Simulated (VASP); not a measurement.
**AlN: single point with PBEsol**

The system is AlN.

```
Al N
1.0
     3.11100    0.00000    0.00000
    -1.55550    2.69421    0.05052
     0.00000    0.09334    4.97800
Al N
2 2
Direct
  0.33333 0.66667 0.00000
  0.66667 0.33333 0.50000
  0.33333 0.66667 0.38500
  0.66667 0.33333 0.88500
```

This cell differs from its parent crystal: strain +0.0375 x Voigt [0, 0, 0, 1, 0, 0].

```json
{"Program": "VASP 6.6.1", "Task": "single point", "Functional": "PBEsol", "Potentials or basis": "VASP PAW PBE potentials, release 64 (Al, N)", "Cutoff": "520 eV", "k mesh": "9 × 9 × 6", "Occupations": "gaussian, width 0.05 eV", "Spin": "no spin polarisation"}
```

```yaml
Pressure: 0.6 GPa
Largest_force: 0.296 eV/Å
Band_gap_on_the_k_mesh: 4.04 eV
```

Forces on the atoms (eV/Å):
```
Al   0.000 -0.225  0.186
Al   0.000 -0.187  0.186
N    0.000  0.182 -0.186
N    0.000  0.230 -0.186
```

Stress tensor (GPa, compression positive):
```
 1.28  0.00  0.00
 0.00  1.25 -4.79
 0.00 -4.79 -0.59
```

Levels at points of the mesh, in eV from the valence-band top:
```tsv
k point	band 6	band 7	band 8	band 9	band 10	band 11
(0.00, 0.00, 0.00)	-0.36	-0.33	0.00	4.04	6.50	10.43
(0.00, 0.00, 0.50)	-0.74	-0.60	-0.60	6.31	6.31	10.15
```

It took 42 s on 1 thread of Intel(R) Xeon(R) Platinum 8488C (Sapphire Rapids) (shared host), peak memory 0.2 GiB.

Caveat: the cell differs from its parent crystal (strain +0.0375 x Voigt [0, 0, 0, 1, 0, 0]); the PAW data sets were made with another functional, which shifts forces and pressure a little.
